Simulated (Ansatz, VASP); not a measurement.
PbO in VASP and in Ansatz

Contents of INCAR:

```
  PREC = Accurate
  ENCUT = 520
  EDIFF = 1E-7
  ISMEAR = 0
  SIGMA = 0.02
  LREAL = F
  LASPH = T
  NELM = 60
  ALGO = Normal
  ISIF = 2
  LWAVE = F
  LCHARG = F
  LDIPOL = T
  IDIPOL = 3
  DIPOL = 0.5 0.5 0.500
  GGA = PE
  IVDW = 12
  NBANDS = 28
```

File KPOINTS:

```
Automatic mesh
0
Gamma
  6 6 1
```

The input POSCAR:

```
PbO
1.0
    3.9050000000      0.0000000000      0.0000000000
    0.0000000000      3.9050000000      0.0000000000
    0.0000000000      0.0000000000     30.7493267952
Pb O
2 2
Direct
    0.5000000000      0.0000000000      0.4634788752
    0.0000000000      0.5000000000      0.5365211248
    0.0000000000      0.0000000000      0.5000000000
    0.5000000000      0.5000000000      0.5000000000
```

Input for Ansatz:

```yaml
crystal:
  lattice:
    - [3.905, 0.0, 0.0]
    - [0.0, 3.905, 0.0]
    - [0.0, 0.0, 30.7493267952]
  atoms:
    - { symbol: Pb, position: [0.5, 0.0, 0.4634788752] }
    - { symbol: O, position: [0.0, 0.0, 0.5] }
    - { symbol: O, position: [0.5, 0.5, 0.5] }
    - { symbol: Pb, position: [0.0, 0.5, 0.5365211248] }
  periodic: [true, true, false]
basis:
  ecutwfc: 420
kpoints:
  mp_grid: { grid: [6, 6, 1] }
hamiltonian:
  xc: pbe
  dispersion: d3bj
scf:
  occupations: { method: gaussian, width: 0.02 }
output:
  forces: true
  stress: true
  eigenvalues: true
```

Alike in both runs: task single point; functional PBE; dispersion D3(BJ); k mesh 6 × 6 × 1; occupations gaussian, width 0.02 eV; no spin polarisation.

```csv
,VASP,Ansatz
version,VASP 6.6.1,Ansatz 0.2.0
potentials or method,"VASP PAW PBE potentials, release 64 (Pb_d, O), cutoff 520 eV","scalar-relativistic, plane waves, PAW"
valence electrons in the cell,40,40
```

|  | VASP | Ansatz | Ansatz less VASP |
| --- | --- | --- | --- |
| gap on the k mesh at the Fermi level (eV) | 2.50 | 2.54 | +0.033 |
| least direct gap on the mesh (eV) | 2.50 | 2.54 | +0.033 |
| rms of the force components (eV/Å) | 0.944 | 0.920 | -0.0238 |

Spin-orbit coupling is off throughout.
